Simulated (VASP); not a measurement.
# SrTl (Pm-3m) in VASP: notebook

The runs below take SrTl through single point, with LDA.

Everything below comes from runs of VASP 6.6.1. Logs are shortened: lines on timing, memory, paths and dates and some standing lists are left out, and cuts for length are marked.

**1. The cell of the first run**

The structure is cubic, space group Pm-3m (No. 221). Conventional cell: a = 4.032 Å, b = 4.032 Å, c = 4.032 Å, α = 90.00°, β = 90.00°, γ = 90.00°. Sr (site symmetry m-3m) has 8 Tl at 3.49 Å and 6 Sr at 4.03 Å within 4.6 Å. Within 4.6 Å of Tl (site symmetry m-3m) lie 8 Sr at 3.49 Å and 6 Tl at 4.03 Å.

**2. Single point, LDA**

File INCAR:

```
ALGO = Normal
EDIFF = 1E-6
ENCUT = 520
ISIF = 2
ISMEAR = -1
LASPH = True
LCHARG = False
LREAL = False
LWAVE = False
NBANDS = 18
NELM = 60
PREC = Accurate
SIGMA = 0.05
```

File KPOINTS:

```
k-points
0
Gamma
  8 8 8
```

File POSCAR:

```
SrTl
1.0
    4.0320000000      0.0000000000      0.0000000000
    0.0000000000      4.0320000000      0.0000000000
    0.0000000000      0.0000000000      4.0320000000
Sr Tl
1 1
Direct
    0.0000000000      0.0000000000      0.0000000000
    0.5000000000      0.5000000000      0.5000000000
```

Potentials or basis: VASP PAW LDA potentials, release 64 (Sr_sv, Tl_d).

The run is started by

```sh
> cat potpaw_LDA.64/Sr_sv/POTCAR potpaw_LDA.64/Tl_d/POTCAR > POTCAR
> mpirun -np 1 vasp_std > vasp.out
```

OUTCAR:

```text
EDIFF = 1E-6
   ENCUT = 520
   ISIF = 2
   ISMEAR = -1
   LASPH = True
   LREAL = False
   NELM = 60
   PREC = Accurate

 ion  position               nearest neighbor table
   1  0.000  0.000  0.000-   2 3.49   2 3.49   2 3.49   2 3.49   2 3.49   2 3.49   2 3.49   2 3.49

   2  0.500  0.500  0.500-   1 3.49   1 3.49   1 3.49   1 3.49   1 3.49   1 3.49   1 3.49   1 3.49

  LATTYP: Found a simple cubic cell.
 ALAT       =     4.0320000000

  Lattice vectors:

 A1 = (   4.0320000000,   0.0000000000,   0.0000000000)
 A2 = (   0.0000000000,   4.0320000000,   0.0000000000)
 A3 = (   0.0000000000,   0.0000000000,   4.0320000000)

Analysis of symmetry for initial positions (statically):
=====================================================================
 Subroutine PRICEL returns:
 Original cell was already a primitive cell.

 Routine SETGRP: Setting up the symmetry group for a
 simple cubic supercell.

 Subroutine GETGRP returns: Found 48 space group operations
 (whereof 48 operations were pure point group operations)
 out of a pool of 48 trial point group operations.

The static configuration has the point symmetry O_h .

Analysis of symmetry for dynamics (positions and initial velocities):
=====================================================================
 Subroutine PRICEL returns:
 Original cell was already a primitive cell.

 Routine SETGRP: Setting up the symmetry group for a
 simple cubic supercell.

 Subroutine GETGRP returns: Found 48 space group operations
 (whereof 48 operations were pure point group operations)
 out of a pool of 48 trial point group operations.

The dynamic configuration has the point symmetry O_h .

 Subroutine INISYM returns: Found 48 space group operations
 (whereof 48 operations are pure point group operations),
 and found     1 'primitive' translations

----------------------------------------------------------------------------------------

                                     Primitive cell

  volume of cell :      65.5483

  direct lattice vectors                    reciprocal lattice vectors
     4.032000000  0.000000000  0.000000000     0.248015873  0.000000000  0.000000000
     0.000000000  4.032000000  0.000000000     0.000000000  0.248015873  0.000000000
     0.000000000  0.000000000  4.032000000     0.000000000  0.000000000  0.248015873

  length of vectors
     4.032000000  4.032000000  4.032000000     0.248015873  0.248015873  0.248015873

  position of ions in fractional coordinates (direct lattice)
     0.000000000  0.000000000  0.000000000
     0.500000000  0.500000000  0.500000000

  ion indices of the primitive-cell ions
   primitive index   ion index
                 1           1
                 2           2

----------------------------------------------------------------------------------------

 KPOINTS: k-points

Automatic generation of k-mesh.
 Grid dimensions read from file:
 generate k-points for:    8    8    8

 Generating k-lattice:

  Cartesian coordinates                     Fractional coordinates (reciprocal lattice)
     0.031001984  0.000000000  0.000000000     0.125000000  0.000000000  0.000000000
     0.000000000  0.031001984  0.000000000     0.000000000  0.125000000  0.000000000
     0.000000000  0.000000000  0.031001984     0.000000000  0.000000000  0.125000000

  Length of vectors
     0.031001984  0.031001984  0.031001984

  Shift w.r.t. Gamma in fractional coordinates (k-lattice)
     0.000000000  0.000000000  0.000000000

 Subroutine IBZKPT returns following result:
 ===========================================

 Found     35 irreducible k-points:

 Following reciprocal coordinates:
            Coordinates               Weight
  0.000000  0.000000  0.000000      1.000000
  0.125000  0.000000  0.000000      6.000000
  0.250000  0.000000  0.000000      6.000000
  0.375000  0.000000  0.000000      6.000000
  0.500000  0.000000  0.000000      3.000000
  0.125000  0.125000  0.000000     12.000000
[... 16 lines left out ...]
  0.375000  0.375000  0.125000     24.000000
  0.500000  0.375000  0.125000     24.000000
 [... further k-points ...]
   k-points           NKPTS =     35   k-points in BZ     NKDIM =     35   number of bands    NBANDS=     18
   number of dos      NEDOS =    301   number of ions     NIONS =      2
   total plane-waves  NPLWV =  27000
   dimension x,y,z NGX =    30 NGY =   30 NGZ =   30
   dimension x,y,z NGXF=    60 NGYF=   60 NGZF=   60
   ions per type =               1   1
   NGX,Y,Z   is equivalent  to a cutoff of  12.37, 12.37, 12.37 a.u.
   NGXF,Y,Z  is equivalent  to a cutoff of  24.74, 24.74, 24.74 a.u.
 SYSTEM =  unknown system
   PREC   = accura    normal or accurate (medium, high low for compatibility)
   ISTART =      0    job   : 0-new  1-cont  2-samecut
   ICHARG =      2    charge: 1-file 2-atom 10-const
   ISPIN  =      1    spin polarized calculation?
   LNONCOLLINEAR =      F non collinear calculations
   LSORBIT =      F    spin-orbit coupling
   LASPH  =      T    aspherical Exc in radial PAW
   ENCUT  =  520.0 eV  38.22 Ry    6.18 a.u.   7.50  7.50  7.50*2*pi/ulx,y,z
   NELM   =     60;   NELMIN=  2; NELMDL= -5     # of ELM steps
   EDIFF  = 0.1E-05   stopping-criterion for ELM
   LREAL  =      F    real-space projection
   EDIFFG = 0.1E-04   stopping-criterion for IOM
   NSW    =      0    number of steps for IOM
   IBRION =     -1    ionic relax: 0-MD 1-quasi-New 2-CG
   NFREE  =      0    steps in history (QN), initial steepest desc. (CG)
   ISIF   =      2    stress and relaxation
   ISYM   =      2    0-nonsym 1-usesym 2-fastsym
   POTIM  = 0.5000    time-step for ionic-motion
   TEBEG  =    0.0;   TEEND  =   0.0 temperature during run
   PSTRESS=    0.0 pullay stress
   NELECT =      23.0000    total number of electrons
   NUPDOWN=      -1.0000    fix difference up-down
   EMIN   =  10.00;   EMAX   =-10.00  energy-range for DOS
   EFERMI =   0.00;   METHOD = LEGACY
   ISMEAR =    -1;   SIGMA  =   0.05  broadening in eV -4-tet -1-fermi 0-gaus
   EFERMI_NEDOS =   21; number of points for ismear=-14 and -15
   IALGO  =     38    algorithm
   IMIX   =      4    mixing-type and parameters
     AMIX     =   0.40;   BMIX     =  1.00
     AMIX_MAG =   1.60;   BMIX_MAG =  1.00
  volume/ion in A,a.u.               =      32.77       221.17
  Fermi-wavevector in a.u.,A,eV,Ry     =   1.154685  2.182039 18.140618  1.333298
  Thomas-Fermi vector in A             =   2.291320
   LORBIT       =      0    0 simple, 1 ext, 2 COOP (PROOUT), +10 PAW based schemes
   GGA     = CA    functional components
   LHFCALC =     F    Hartree Fock is set to
   AEXX    =    0.0000 exact exchange contribution
   IVDW    =     0    specifies the selected vdW correction
   LEPSILON=     F    determine dielectric tensor
   LRPA    =     F    only Hartree local field effects (RPA)
 non-spin polarized calculation
  energy-cutoff  :      520.00
  volume of cell :       65.55
 maximum number of plane-waves:      1791
 NGX is ok and might be reduce to    30
   NGX = 15   NGY = 15   NGZ = 15

 number of electron      23.0000007 magnetization

 Free energy of the ion-electron system (eV)
  ---------------------------------------------------
  ext. energy  EPLUGINS =         0.00000000
  ---------------------------------------------------
  free energy    TOTEN  =        -5.86985454 eV

  energy without entropy =       -5.85608441  energy(sigma->0) =       -5.86296948

 E-fermi :   4.2187     XC(G=0):  -9.5910

 val. band max:        4.1718795177   @ k =   0.2500   0.2500   0.2500
 cond. band min:       4.2701705789   @ k =   0.3750   0.2500   0.1250
 fundamental gap:      0.0982910612
 Fermi energy:         4.2186708742

 k-point     1 :       0.0000    0.0000    0.0000
  band No.  band energies     occupation
      1     -31.3866      2.00000
      2     -13.4367      2.00000
      3     -13.4367      2.00000
      4     -13.4367      2.00000
      5      -7.2152      2.00000
      6      -7.2152      2.00000
[... 10 lines left out ...]
     17       9.2530      0.00000
     18       9.2530      0.00000

 k-point     2 :       0.1250    0.0000    0.0000
  band No.  band energies     occupation
      1     -31.3849      2.00000
      2     -13.4723      2.00000
      3     -13.4347      2.00000
      4     -13.4347      2.00000
      5      -7.2127      2.00000
      6      -7.1918      2.00000
[... 10 lines left out ...]
     17       9.6297      0.00000
     18       9.7239      0.00000

 k-point     3 :       0.2500    0.0000    0.0000
  band No.  band energies     occupation
      1     -31.3808      2.00000
      2     -13.5567      2.00000
      3     -13.4299      2.00000
      4     -13.4299      2.00000
      5      -7.2066      2.00000
      6      -7.1355      2.00000
[... 10 lines left out ...]
     17      10.4785      0.00000
     18      10.4785      0.00000

 k-point     4 :       0.3750    0.0000    0.0000
  band No.  band energies     occupation
      1     -31.3766      2.00000
      2     -13.6389      2.00000
      3     -13.4251      2.00000
      4     -13.4251      2.00000
      5      -7.2004      2.00000
      6      -7.1146      2.00000
[... 375 lines left out ...]
      4     -13.4403      2.00000
      5      -7.1743      2.00000
      6      -7.1345      2.00000
[... 10 lines left out ...]
     17      10.2293      0.00000
     18      10.9074      0.00000

 k-point    23 :       0.3750    0.3750    0.1250
  band No.  band energies     occupation
      1     -31.3656      2.00000
      2     -13.6009      2.00000
      3     -13.5933      2.00000
      4     -13.4350      2.00000
      5      -7.1885      2.00000
      6      -7.1425      2.00000
[... 10 lines left out ...]
     17      10.0697      0.00000
     18      10.3599      0.00000

 k-point    24 :       0.5000    0.3750    0.1250
  band No.  band energies     occupation
      1     -31.3640      2.00000
      2     -13.6264      2.00000
      3     -13.5911      2.00000
      4     -13.4314      2.00000
      5      -7.1987      2.00000
      6      -7.1447      2.00000
[... 10 lines left out ...]
     17      10.2601      0.00000
     18      10.7000      0.00000

 [... further k-points ...]

------------------------ aborting loop because EDIFF is reached ----------------------------------------

  FORCE on cell =-STRESS in cart. coord.  units (eV):
  Direction    XX          YY          ZZ          XY          YZ          ZX
  --------------------------------------------------------------------------------------
  -------------------------------------------------------------------------------------
  Total       -0.7230543     -0.7230543     -0.7230543      0.0000000     -0.0000000      0.0000000
  in kB      -17.6733930    -17.6733930    -17.6733930      0.0000000     -0.0000000      0.0000000
  external PRESSURE =     -17.6733930 kB  Pullay stress =       0.0000000 kB

 VOLUME and BASIS-vectors are now :
 -----------------------------------------------------------------------------
  energy-cutoff  :      520.00
  volume of cell :       65.55
      direct lattice vectors                 reciprocal lattice vectors
     4.032000000  0.000000000  0.000000000     0.248015873  0.000000000  0.000000000
     0.000000000  4.032000000  0.000000000     0.000000000  0.248015873  0.000000000
     0.000000000  0.000000000  4.032000000     0.000000000  0.000000000  0.248015873

 POSITION                                       TOTAL-FORCE (eV/Angst)
 -----------------------------------------------------------------------------------
      0.00000      0.00000      0.00000         0.000000      0.000000      0.000000
      2.01600      2.01600      2.01600         0.000000      0.000000      0.000000
 -----------------------------------------------------------------------------------
    total drift:                                0.000000      0.000000      0.000000

  FREE ENERGIE OF THE ION-ELECTRON SYSTEM (eV)
  ---------------------------------------------------
  free  energy   TOTEN  =        -5.8698545357 eV

  energy  without entropy=       -5.8560844145  energy(sigma->0) =       -5.86296948
```

Wall time 20 s (1 thread of Intel Xeon Platinum 8488C (Sapphire Rapids), shared host); peak memory 0.17 GiB.

Results:

- Free energy: -5.8699 eV
- Pressure: -1.8 GPa
- Band gap on the k mesh: zero (an odd number of electrons rules out a gap without spin polarisation)

Caveat: spin-orbit coupling is left out, which moves the levels of the heavy elements.

(Part 1 of 2 ends here.)
